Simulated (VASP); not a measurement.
Here is a VASP 6.6.1 calculation.

INCAR

```
PREC = Accurate
ENCUT = 520
EDIFF = 1E-7
ISMEAR = -1
SIGMA = 0.05
LREAL = F
LASPH = T
NELM = 150
ALGO = Normal
ISIF = 2
LWAVE = F
LCHARG = F
ISPIN = 2
MAGMOM = 1
LORBIT = 11
LMAXMIX = 4
GGA = PE
NBANDS = 16
```

KPOINTS

```
regular mesh
0
Gamma
  22 22 22
```

Contents of POSCAR:

```
Ti
1.0
   -1.6494391398      1.6494391398      1.6494391398
    1.6494391398     -1.6494391398      1.6494391398
    1.6494391398      1.6494391398     -1.6494391398
Ti
1
Direct
    0.0000000000      0.0000000000      0.0000000000
```

Potentials or basis: VASP PAW PBE potentials, release 64 (Ti_sv).

Run with:

```sh
$ cat potpaw_PBE.64/Ti_sv/POTCAR > POTCAR
$ mpirun -np 1 vasp_std > vasp.out
```

**Question.** What does it give for the pressure?

**Answer.** -4.1 GPa.

**Question.** Predict the net moment.

**Answer.** 0.00 μB per cell.
